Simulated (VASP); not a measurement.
# SnSe2 (P-3m1) in VASP: phonons with PBE+D3(BJ)

Aim: the phonons of SnSe2 with PBE+D3(BJ).

Everything below comes from runs of VASP 6.6.1. Logs are shortened: lines on timing, memory, paths and dates and some standing lists are left out, and cuts for length are marked.

## 1. The cell of the first run

Symmetry: P-3m1, No. 164, trigonal system. Conventional cell: a = 3.811 Å, b = 3.811 Å, c = 6.137 Å, α = 90.00°, β = 90.00°, γ = 120.00°. Sn (site symmetry -3m) has 6 Se at 2.68 Å within 3.5 Å. Within 3.5 Å of Se (site symmetry 3m) lie 3 Sn at 2.68 Å.

## 2. Phonons, PBE+D3(BJ)

Input file INCAR:

```
SYSTEM = SnSe2
PREC     = Accurate       ! precision mode
ENCUT    = 520            ! plane-wave cutoff, eV
EDIFF    = 1E-8           ! SCF threshold, eV
ISMEAR   = 0              ! smearing method
SIGMA    = 0.05           ! smearing width, eV
LREAL    = .False.        ! projectors in reciprocal space
LASPH    = .True.         ! aspherical terms in the spheres
NELM     = 100            ! most SCF steps
ALGO     = Normal         ! electronic algorithm
ISIF     = 2              ! what is computed and relaxed
LWAVE    = .False.        ! write WAVECAR
LCHARG   = .False.        ! write CHGCAR
GGA      = PE             ! functional
IVDW     = 12             ! dispersion correction
NBANDS   = 20             ! bands
IBRION   = 6              ! ionic algorithm
NFREE    = 2            
POTIM    = 0.015          ! step
NSW      = 1              ! ionic steps
```

Input file KPOINTS:

```
Automatic mesh
0
Gamma
  12 12 6
  0 0 0
```

Input file POSCAR:

```
SnSe2
1.0
    3.8109987816      0.0000000000      0.0000000000
   -1.9054993908      3.3004217586      0.0000000000
    0.0000000000      0.0000000000      6.1370000000
Sn Se
1 2
Direct
    0.0000000000      0.0000000000      0.0000000000
    0.3333333333      0.6666666667      0.2500000000
    0.6666666667      0.3333333333      0.7500000000
```

Potentials or basis: VASP PAW PBE potentials, release 64 (Sn_d, Se).

The run is started by

```sh
> cat potpaw_PBE.64/Sn_d/POTCAR potpaw_PBE.64/Se/POTCAR > POTCAR
> mpirun -np 1 vasp_std > vasp.out
```

OUTCAR:

```text
SYSTEM = SnSe2
   PREC = Accurate
   ENCUT = 520
   EDIFF = 1E-8
   ISMEAR = 0
   LREAL = .False.
   LASPH = .True.
   NELM = 100
   ISIF = 2
   GGA = PE
   IVDW = 12
   IBRION = 6
   NFREE = 2
   POTIM = 0.015
   NSW = 1
 IVDW          = 12

 ion  position               nearest neighbor table
   1  0.000  0.000  0.000-   2 2.68   3 2.68   2 2.68   3 2.68   3 2.68   2 2.68
   2  0.333  0.667  0.250-   1 2.68   1 2.68   1 2.68
   3  0.667  0.333  0.750-   1 2.68   1 2.68   1 2.68

  LATTYP: Found a hexagonal cell.
 ALAT       =     3.8109987816
 C/A-ratio  =     1.6103390087

  Lattice vectors:

 A1 = (   3.8109987816,   0.0000000000,   0.0000000000)
 A2 = (  -1.9054993908,   3.3004217586,   0.0000000000)
 A3 = (   0.0000000000,   0.0000000000,   6.1370000000)

Analysis of symmetry for initial positions (statically):
=====================================================================
 Subroutine PRICEL returns:
 Original cell was already a primitive cell.

 Routine SETGRP: Setting up the symmetry group for a
 hexagonal supercell.

 Subroutine GETGRP returns: Found 12 space group operations
 (whereof 12 operations were pure point group operations)
 out of a pool of 24 trial point group operations.

The static configuration has the point symmetry D_3d.

Analysis of symmetry for dynamics (positions and initial velocities):
=====================================================================
 Subroutine PRICEL returns:
 Original cell was already a primitive cell.

 Routine SETGRP: Setting up the symmetry group for a
 hexagonal supercell.

 Subroutine GETGRP returns: Found 12 space group operations
 (whereof 12 operations were pure point group operations)
 out of a pool of 24 trial point group operations.

The dynamic configuration has the point symmetry D_3d.

 Subroutine INISYM returns: Found 12 space group operations
 (whereof 12 operations are pure point group operations),
 and found     1 'primitive' translations

----------------------------------------------------------------------------------------

                                     Primitive cell

  volume of cell :      77.1906

  direct lattice vectors                    reciprocal lattice vectors
     3.810998782  0.000000000  0.000000000     0.262398405  0.151495789  0.000000000
    -1.905499391  3.300421759  0.000000000     0.000000000  0.302991579  0.000000000
     0.000000000  0.000000000  6.137000000     0.000000000  0.000000000  0.162946065

  length of vectors
     3.810998782  3.810998782  6.137000000     0.302991579  0.302991579  0.162946065

  position of ions in fractional coordinates (direct lattice)
     0.000000000  0.000000000  0.000000000
     0.333333333  0.666666667  0.250000000
     0.666666667  0.333333333  0.750000000

  ion indices of the primitive-cell ions
   primitive index   ion index
                 1           1
                 2           2
                 3           3

----------------------------------------------------------------------------------------

 KPOINTS: Automatic mesh

Automatic generation of k-mesh.
 Grid dimensions read from file:
 generate k-points for:   12   12    6

 Generating k-lattice:

  Cartesian coordinates                     Fractional coordinates (reciprocal lattice)
     0.021866534  0.012624649  0.000000000     0.083333333 -0.000000000  0.000000000
     0.000000000  0.025249298  0.000000000     0.000000000  0.083333333  0.000000000
     0.000000000  0.000000000  0.027157677     0.000000000  0.000000000  0.166666667

  Length of vectors
     0.025249298  0.025249298  0.027157677

  Shift w.r.t. Gamma in fractional coordinates (k-lattice)
     0.000000000  0.000000000  0.000000000

 Subroutine IBZKPT returns following result:
 ===========================================

 Found    100 irreducible k-points:

 Following reciprocal coordinates:
            Coordinates               Weight
  0.000000  0.000000  0.000000      1.000000
  0.083333  0.000000  0.000000      6.000000
  0.166667  0.000000  0.000000      6.000000
  0.250000 -0.000000  0.000000      6.000000
  0.333333 -0.000000  0.000000      6.000000
  0.416667 -0.000000  0.000000      6.000000
[... 16 lines left out ...]
  0.166667  0.000000  0.166667      6.000000
  0.000000  0.166667  0.166667      6.000000
 [... further k-points ...]
   k-points           NKPTS =    100   k-points in BZ     NKDIM =    100   number of bands    NBANDS=     20
   number of dos      NEDOS =    301   number of ions     NIONS =      3
   total plane-waves  NPLWV =  37632
   dimension x,y,z NGX =    28 NGY =   28 NGZ =   48
   dimension x,y,z NGXF=    56 NGYF=   56 NGZF=   96
   ions per type =               1   2
   NGX,Y,Z   is equivalent  to a cutoff of  12.21, 12.21, 13.00 a.u.
   NGXF,Y,Z  is equivalent  to a cutoff of  24.43, 24.43, 26.01 a.u.
 SYSTEM =  SnSe2
   PREC   = accura    normal or accurate (medium, high low for compatibility)
   ISTART =      0    job   : 0-new  1-cont  2-samecut
   ICHARG =      2    charge: 1-file 2-atom 10-const
   ISPIN  =      1    spin polarized calculation?
   LNONCOLLINEAR =      F non collinear calculations
   LSORBIT =      F    spin-orbit coupling
   LASPH  =      T    aspherical Exc in radial PAW
   ENCUT  =  520.0 eV  38.22 Ry    6.18 a.u.   7.09  7.09 11.41*2*pi/ulx,y,z
   NELM   =    100;   NELMIN=  2; NELMDL= -5     # of ELM steps
   EDIFF  = 0.1E-07   stopping-criterion for ELM
   LREAL  =      F    real-space projection
   EDIFFG = 0.1E-06   stopping-criterion for IOM
   NSW    =     73    number of steps for IOM
   IBRION =      6    ionic relax: 0-MD 1-quasi-New 2-CG
   NFREE  =      2    steps in history (QN), initial steepest desc. (CG)
   ISIF   =      2    stress and relaxation
   ISYM   =      2    0-nonsym 1-usesym 2-fastsym
   POTIM  = 0.0150    time-step for ionic-motion
   TEBEG  =    0.0;   TEEND  =   0.0 temperature during run
   PSTRESS=    0.0 pullay stress
   NELECT =      26.0000    total number of electrons
   NUPDOWN=      -1.0000    fix difference up-down
   EMIN   =  10.00;   EMAX   =-10.00  energy-range for DOS
   EFERMI =   0.00;   METHOD = LEGACY
   ISMEAR =     0;   SIGMA  =   0.05  broadening in eV -4-tet -1-fermi 0-gaus
   EFERMI_NEDOS =   21; number of points for ismear=-14 and -15
   IALGO  =     38    algorithm
   IMIX   =      4    mixing-type and parameters
     AMIX     =   0.40;   BMIX     =  1.00
     AMIX_MAG =   1.60;   BMIX_MAG =  1.00
  volume/ion in A,a.u.               =      25.73       173.64
  Fermi-wavevector in a.u.,A,eV,Ry     =   1.139054  2.152501 17.652812  1.297445
  Thomas-Fermi vector in A             =   2.275758
   LORBIT       =      0    0 simple, 1 ext, 2 COOP (PROOUT), +10 PAW based schemes
   GGA     = PE    functional components
   LHFCALC =     F    Hartree Fock is set to
   AEXX    =    0.0000 exact exchange contribution
   IVDW    =    12    specifies the selected vdW correction
   LEPSILON=     F    determine dielectric tensor
   LRPA    =     F    only Hartree local field effects (RPA)
 finite differences with symmetry
 non-spin polarized calculation
 Gauss-broadening in eV      SIGMA  =   0.05
  energy-cutoff  :      520.00
  volume of cell :       77.19
 maximum number of plane-waves:      2109
   NGX = 15   NGY = 15   NGZ = 23

--------------------------------------- Ionic step        1  -------------------------------------------

 number of electron      26.0000006 magnetization

 Free energy of the ion-electron system (eV)
  ---------------------------------------------------
  ext. energy  EPLUGINS =         0.00000000
  ---------------------------------------------------
  free energy    TOTEN  =       -11.75790714 eV

  energy without entropy =      -11.75790714  energy(sigma->0) =      -11.75790714

------------------------ aborting loop because EDIFF is reached ----------------------------------------

 Edisp (eV)   -1.08280

 E8    (eV) :    -0.4736
[... 319 lines left out ...]
--------------------------------------- Ionic step        9  -------------------------------------------

 number of electron      26.0000006 magnetization

 Free energy of the ion-electron system (eV)
  ---------------------------------------------------
  ext. energy  EPLUGINS =         0.00000000
  ---------------------------------------------------
  free energy    TOTEN  =       -11.74578694 eV

  energy without entropy =      -11.74578694  energy(sigma->0) =      -11.74578694

 E-fermi :   4.4184     XC(G=0):  -9.4526

 val. band max:        4.2075331102   @ k =   0.0833   0.0833   0.0000
 cond. band min:       4.9304602801   @ k =   0.0000   0.4167   0.3333
 fundamental gap:      0.7229271699
 Fermi energy:         4.4184021226

 k-point     1 :       0.0000    0.0000    0.0000
  band No.  band energies     occupation
      1     -17.0985      2.00000
      2     -17.0985      2.00000
      3     -17.0593      2.00000
      4     -17.0442      2.00000
      5     -17.0442      2.00000
      6      -9.8350      2.00000
[... 541 lines left out ...]
     19      12.2393      0.00000
     20      13.0997      0.00000

 [... further k-points ...]

------------------------ aborting loop because EDIFF is reached ----------------------------------------

 Edisp (eV)   -1.08262

 E8    (eV) :    -0.4735
[... 26 lines left out ...]
  FREE ENERGIE OF THE ION-ELECTRON SYSTEM (eV)
  ---------------------------------------------------
  free  energy   TOTEN  =       -12.8284093533 eV

  energy  without entropy=      -12.8284093533  energy(sigma->0) =      -12.82840935

 INTERNAL STRAIN TENSORS FROM DISPLACED ATOMS
 ============================================

 INTERNAL STRAIN TENSOR FOR ION    1 for displacements in x,y,z  (eV/Angst):
          X           Y           Z          XY          YZ          ZX
  --------------------------------------------------------------------------------
  x     0.00000     0.00000     0.00000     0.00000     0.00000     0.00000
  y     0.00000     0.00000     0.00000     0.00000     0.00000     0.00000
  z     0.00000     0.00000     0.00000     0.00000     0.00000     0.00000

 INTERNAL STRAIN TENSOR FOR ION    3 for displacements in x,y,z  (eV/Angst):
          X           Y           Z          XY          YZ          ZX
  --------------------------------------------------------------------------------
  x     0.00000     0.00000     0.00000    -1.55404     0.00000     6.33678
  y    -1.55404     1.55404     0.00000     0.00000     6.33678     0.00000
  z     7.43393     7.43393    14.50662     0.00000     0.00000     0.00000

 Eigenvectors and eigenvalues of the dynamical matrix
 ----------------------------------------------------

   1 f  =    7.670987 THz    48.198233 2PiTHz  255.876587 cm-1    31.724639 meV
             X         Y         Z           dx          dy          dz
      0.000000  0.000000  0.000000     0.000000   -0.000000   -0.755725
     -0.000000  2.200281  1.534250     0.000000   -0.000000    0.463077
      1.905499  1.100141  4.602750    -0.000000    0.000000    0.463077
[... 43 lines left out ...]
   9 f/i=    0.004343 THz     0.027290 2PiTHz    0.144876 cm-1     0.017962 meV
             X         Y         Z           dx          dy          dz
      0.000000  0.000000  0.000000    -0.062796    0.651389    0.000000
     -0.000000  2.200281  1.534250    -0.051306    0.532205    0.000000
      1.905499  1.100141  4.602750    -0.051306    0.532205    0.000000

 ELASTIC MODULI CONTR FROM IONIC RELAXATION (kBar)
 Direction    XX          YY          ZZ          XY          YZ          ZX
 --------------------------------------------------------------------------------
 XX        -231.4056   -191.2225   -412.3597     -0.0000     81.9258      0.0000
 YY        -191.2225   -231.4056   -412.3597     -0.0000    -81.9258      0.0000
 ZZ        -412.3597   -412.3597   -804.6816     -0.0000      0.0000      0.0000
 XY          -0.0000     -0.0000     -0.0000    -20.0915      0.0000     81.9258
 YZ          81.9258    -81.9258      0.0000      0.0000   -334.0635     -0.0000
 ZX           0.0000      0.0000      0.0000     81.9258     -0.0000   -334.0631
 --------------------------------------------------------------------------------
```

Wall time 17 min (1 thread of AMD EPYC 9R45 (Zen 5), shared host); peak memory 0.99 GiB.

Results:

```
Highest phonon frequency at Γ, LO-TO splitting left out : 256 cm⁻¹
Dispersion energy per atom                              : -0.361 eV
```

Phonon frequencies in cm⁻¹ (negative: imaginary):
```tsv
q point	frequencies
(0.000, 0.000, 0.000)	0 0 0 131 131 163 163 193 256
```

Caveat: the cell stands under pressure or tension, which shifts response properties; spin-orbit coupling is left out, which moves the levels of the heavy elements.
